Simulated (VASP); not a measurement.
# Sn (P6/mmm) in VASP: single point with PBEsol

Aim: the single point of Sn with PBEsol.

All numbers are computed with VASP 6.6.1; they aren't measurements. Logs are shortened: lines on timing, memory, paths and dates and some standing lists are left out, and cuts for length are marked.

## (1) The cell of the first run

The structure is hexagonal, space group P6/mmm (No. 191). The conventional cell has a = 3.811 Å, b = 3.811 Å, c = 6.136 Å, α = 90.00°, β = 90.00°, γ = 120.00°. Sn (site symmetry 6/mmm) has 6 Sn at 3.81 Å within 5.0 Å.

## (2) Single point, PBEsol

Contents of INCAR:

```
SYSTEM = Sn
PREC = Accurate ; ENCUT = 520
EDIFF = 1E-7 ; ISMEAR = 1
SIGMA = 0.1 ; LREAL = .False.
LASPH = .True. ; NELM = 60
ALGO = Normal ; ISIF = 2
LWAVE = .False. ; LCHARG = .False.
GGA = PS ; NBANDS = 13
```

Contents of KPOINTS:

```
Automatic mesh
0
Gamma
  6 6 4
  0 0 0
```

Contents of POSCAR:

```
Sn
1.0
    3.8110000000      0.0000000000      0.0000000000
   -1.9055000000      3.3004230000      0.0000000000
    0.0000000000      0.0000000000      6.1360000000
Sn
1
Direct
    0.0000000000      0.0000000000      0.0000000000
```

Potentials or basis: VASP PAW PBE potentials, release 64 (Sn_d).

Command:

```bash
cat potpaw_PBE.64/Sn_d/POTCAR > POTCAR
mpirun -np 1 vasp_std > vasp.out
```

OUTCAR:

```text
SYSTEM = Sn
   PREC = Accurate
   ENCUT = 520
   EDIFF = 1E-7
   ISMEAR = 1
   LREAL = .False.
   LASPH = .True.
   NELM = 60
   ISIF = 2
   GGA = PS

 ion  position               nearest neighbor table
   1  0.000  0.000  0.000-

  LATTYP: Found a hexagonal cell.
 ALAT       =     3.8110000000
 C/A-ratio  =     1.6100760955

  Lattice vectors:

 A1 = (   3.8110000000,   0.0000000000,   0.0000000000)
 A2 = (  -1.9055000000,   3.3004230000,   0.0000000000)
 A3 = (   0.0000000000,   0.0000000000,   6.1360000000)

Analysis of symmetry for initial positions (statically):
=====================================================================
 Subroutine PRICEL returns:
 Original cell was already a primitive cell.

 Routine SETGRP: Setting up the symmetry group for a
 hexagonal supercell.

 Subroutine GETGRP returns: Found 24 space group operations
 (whereof 24 operations were pure point group operations)
 out of a pool of 24 trial point group operations.

The static configuration has the point symmetry D_6h.

Analysis of symmetry for dynamics (positions and initial velocities):
=====================================================================
 Subroutine PRICEL returns:
 Original cell was already a primitive cell.

 Routine SETGRP: Setting up the symmetry group for a
 hexagonal supercell.

 Subroutine GETGRP returns: Found 24 space group operations
 (whereof 24 operations were pure point group operations)
 out of a pool of 24 trial point group operations.

The dynamic configuration has the point symmetry D_6h.

 Subroutine INISYM returns: Found 24 space group operations
 (whereof 24 operations are pure point group operations),
 and found     1 'primitive' translations

----------------------------------------------------------------------------------------

                                     Primitive cell

  volume of cell :      77.1781

  direct lattice vectors                    reciprocal lattice vectors
     3.811000000  0.000000000  0.000000000     0.262398321  0.151495733  0.000000000
    -1.905500000  3.300423000  0.000000000     0.000000000  0.302991465  0.000000000
     0.000000000  0.000000000  6.136000000     0.000000000  0.000000000  0.162972621

  length of vectors
     3.811000000  3.811000161  6.136000000     0.302991478  0.302991465  0.162972621

  position of ions in fractional coordinates (direct lattice)
     0.000000000  0.000000000  0.000000000

  ion indices of the primitive-cell ions
   primitive index   ion index
                 1           1

----------------------------------------------------------------------------------------

 KPOINTS: Automatic mesh

Automatic generation of k-mesh.
 Grid dimensions read from file:
 generate k-points for:    6    6    4

 Generating k-lattice:

  Cartesian coordinates                     Fractional coordinates (reciprocal lattice)
     0.043733053  0.025249289  0.000000000     0.166666667  0.000000000  0.000000000
     0.000000000  0.050498578  0.000000000     0.000000000  0.166666667  0.000000000
     0.000000000  0.000000000  0.040743155     0.000000000  0.000000000  0.250000000

  Length of vectors
     0.050498580  0.050498578  0.040743155

  Shift w.r.t. Gamma in fractional coordinates (k-lattice)
     0.000000000  0.000000000  0.000000000

 Subroutine IBZKPT returns following result:
 ===========================================

 Found     21 irreducible k-points:

 Following reciprocal coordinates:
            Coordinates               Weight
  0.000000  0.000000  0.000000      1.000000
  0.166667  0.000000  0.000000      6.000000
  0.333333  0.000000  0.000000      6.000000
  0.500000  0.000000  0.000000      3.000000
  0.166667  0.166667  0.000000      6.000000
  0.333333  0.166667  0.000000     12.000000
[... 13 lines left out ...]
  0.333333  0.166667  0.500000     12.000000
  0.333333  0.333333  0.500000      2.000000
   k-points           NKPTS =     21   k-points in BZ     NKDIM =     21   number of bands    NBANDS=     13
   number of dos      NEDOS =    301   number of ions     NIONS =      1
   total plane-waves  NPLWV =  37632
   dimension x,y,z NGX =    28 NGY =   28 NGZ =   48
   dimension x,y,z NGXF=    56 NGYF=   56 NGZF=   96
   ions per type =               1
   NGX,Y,Z   is equivalent  to a cutoff of  12.21, 12.21, 13.00 a.u.
   NGXF,Y,Z  is equivalent  to a cutoff of  24.43, 24.43, 26.01 a.u.
 SYSTEM =  Sn
   PREC   = accura    normal or accurate (medium, high low for compatibility)
   ISTART =      0    job   : 0-new  1-cont  2-samecut
   ICHARG =      2    charge: 1-file 2-atom 10-const
   ISPIN  =      1    spin polarized calculation?
   LNONCOLLINEAR =      F non collinear calculations
   LSORBIT =      F    spin-orbit coupling
   LASPH  =      T    aspherical Exc in radial PAW
   ENCUT  =  520.0 eV  38.22 Ry    6.18 a.u.   7.09  7.09 11.41*2*pi/ulx,y,z
   NELM   =     60;   NELMIN=  2; NELMDL= -5     # of ELM steps
   EDIFF  = 0.1E-06   stopping-criterion for ELM
   LREAL  =      F    real-space projection
   EDIFFG = 0.1E-05   stopping-criterion for IOM
   NSW    =      0    number of steps for IOM
   IBRION =     -1    ionic relax: 0-MD 1-quasi-New 2-CG
   NFREE  =      0    steps in history (QN), initial steepest desc. (CG)
   ISIF   =      2    stress and relaxation
   ISYM   =      2    0-nonsym 1-usesym 2-fastsym
   POTIM  = 0.5000    time-step for ionic-motion
   TEBEG  =    0.0;   TEEND  =   0.0 temperature during run
   PSTRESS=    0.0 pullay stress
   NELECT =      14.0000    total number of electrons
   NUPDOWN=      -1.0000    fix difference up-down
   EMIN   =  10.00;   EMAX   =-10.00  energy-range for DOS
   EFERMI =   0.00;   METHOD = LEGACY
   ISMEAR =     1;   SIGMA  =   0.10  broadening in eV -4-tet -1-fermi 0-gaus
   EFERMI_NEDOS =   21; number of points for ismear=-14 and -15
   IALGO  =     38    algorithm
   IMIX   =      4    mixing-type and parameters
     AMIX     =   0.40;   BMIX     =  1.00
     AMIX_MAG =   1.60;   BMIX_MAG =  1.00
  volume/ion in A,a.u.               =      77.18       520.82
  Fermi-wavevector in a.u.,A,eV,Ry     =   0.926729  1.751264 11.685052  0.858827
  Thomas-Fermi vector in A             =   2.052723
   LORBIT       =      0    0 simple, 1 ext, 2 COOP (PROOUT), +10 PAW based schemes
   GGA     = PS    functional components
   LHFCALC =     F    Hartree Fock is set to
   AEXX    =    0.0000 exact exchange contribution
   IVDW    =     0    specifies the selected vdW correction
   LEPSILON=     F    determine dielectric tensor
   LRPA    =     F    only Hartree local field effects (RPA)
 non-spin polarized calculation
 Methfessel and Paxton  Order N= 1 SIGMA  =   0.10
  energy-cutoff  :      520.00
  volume of cell :       77.18
 maximum number of plane-waves:      2109
   NGX = 15   NGY = 15   NGZ = 23

 number of electron      14.0000005 magnetization

 Free energy of the ion-electron system (eV)
  ---------------------------------------------------
  ext. energy  EPLUGINS =         0.00000000
  ---------------------------------------------------
  free energy    TOTEN  =        -2.86091701 eV

  energy without entropy =       -2.85847967  energy(sigma->0) =       -2.86010456

 E-fermi :   0.2017     XC(G=0):  -5.9561

 val. band max:        0.1728717593   @ k =   0.1667   0.1667   0.2500
 cond. band min:       0.2398804037   @ k =   0.3333   0.0000   0.5000
 fundamental gap:      0.0670086444
 Fermi energy:         0.2017355971

 k-point     1 :       0.0000    0.0000    0.0000
  band No.  band energies     occupation
      1     -21.5276      2.00000
      2     -21.4778      2.00000
      3     -21.4778      2.00000
      4     -21.4271      2.00000
      5     -21.4271      2.00000
      6      -7.6952      2.00000
      7      -0.4994      2.00000
      8       3.0714      0.00000
      9       4.6872      0.00000
     10       4.6872      0.00000
     11       8.7443      0.00000
     12      10.2704      0.00000
     13      10.2704      0.00000

 k-point     2 :       0.1667    0.0000    0.0000
  band No.  band energies     occupation
      1     -21.5223      2.00000
      2     -21.4820      2.00000
      3     -21.4789      2.00000
      4     -21.4275      2.00000
      5     -21.4170      2.00000
      6      -7.3659      2.00000
      7      -0.1648      2.00000
      8       2.4555      0.00000
      9       3.4960      0.00000
     10       4.0714      0.00000
     11       8.1146      0.00000
     12       9.5873      0.00000
     13      10.8319      0.00000

 k-point     3 :       0.3333    0.0000    0.0000
  band No.  band energies     occupation
      1     -21.5131      2.00000
      2     -21.4904      2.00000
      3     -21.4810      2.00000
      4     -21.4272      2.00000
      5     -21.3968      2.00000
      6      -6.4742      2.00000
      7      -0.4016      2.00000
      8       0.7196     -0.00000
      9       3.1927      0.00000
     10       4.5866      0.00000
     11       6.8944      0.00000
     12       6.9055      0.00000
     13       9.1416      0.00000
[... 257 lines left out ...]
 k-point    20 :       0.3333    0.1667    0.5000
  band No.  band energies     occupation
      1     -21.5071      2.00000
      2     -21.4924      2.00000
      3     -21.4841      2.00000
      4     -21.4214      2.00000
      5     -21.3938      2.00000
      6      -5.7982      2.00000
      7      -1.1526      2.00000
      8       0.9635     -0.00000
      9       1.3136     -0.00000
     10       4.9310      0.00000
     11       7.3188      0.00000
     12       8.9712      0.00000
     13       9.0900      0.00000

 k-point    21 :       0.3333    0.3333    0.5000
  band No.  band energies     occupation
      1     -21.5029      2.00000
      2     -21.4896      2.00000
      3     -21.4896      2.00000
      4     -21.4060      2.00000
      5     -21.4060      2.00000
      6      -5.3969      2.00000
      7      -0.6321      2.00000
      8      -0.6321      2.00000
      9       1.4377     -0.00000
     10       5.4284      0.00000
     11       5.4284      0.00000
     12       9.7255      0.00000
     13      10.7493      0.00000

------------------------ aborting loop because EDIFF is reached ----------------------------------------

  FORCE on cell =-STRESS in cart. coord.  units (eV):
  Direction    XX          YY          ZZ          XY          YZ          ZX
  --------------------------------------------------------------------------------------
  -------------------------------------------------------------------------------------
  Total       -3.2514208     -3.2514211     -0.1824506      0.0000000      0.0000000     -0.0000000
  in kB      -67.4978364    -67.4978440     -3.7875808      0.0000000      0.0000000     -0.0000000
  external PRESSURE =     -46.2610871 kB  Pullay stress =       0.0000000 kB

 VOLUME and BASIS-vectors are now :
 -----------------------------------------------------------------------------
  energy-cutoff  :      520.00
  volume of cell :       77.18
      direct lattice vectors                 reciprocal lattice vectors
     3.811000000  0.000000000  0.000000000     0.262398321  0.151495733  0.000000000
    -1.905500000  3.300423000  0.000000000     0.000000000  0.302991465  0.000000000
     0.000000000  0.000000000  6.136000000     0.000000000  0.000000000  0.162972621

 POSITION                                       TOTAL-FORCE (eV/Angst)
 -----------------------------------------------------------------------------------
      0.00000      0.00000      0.00000        -0.000000      0.000000      0.000000
 -----------------------------------------------------------------------------------
    total drift:                               -0.000000     -0.000000      0.000000

  FREE ENERGIE OF THE ION-ELECTRON SYSTEM (eV)
  ---------------------------------------------------
  free  energy   TOTEN  =        -2.8609170060 eV

  energy  without entropy=       -2.8584796684  energy(sigma->0) =       -2.86010456
```

Run time: 7.6 s. Hardware: 1 thread of Intel Xeon 6975P-C (Granite Rapids), shared host; peak memory 0.18 GiB.

What came out:

```
Free energy            : -2.8609 eV
Pressure               : -4.6 GPa
Band gap on the k mesh : zero (band 7 reaches 0.45 eV, above the bottom of band 8 at -0.68 eV)
```

Caveat: the PAW data sets were made with another functional, which shifts forces and pressure a little; spin-orbit coupling is left out, which moves the levels of the heavy elements.
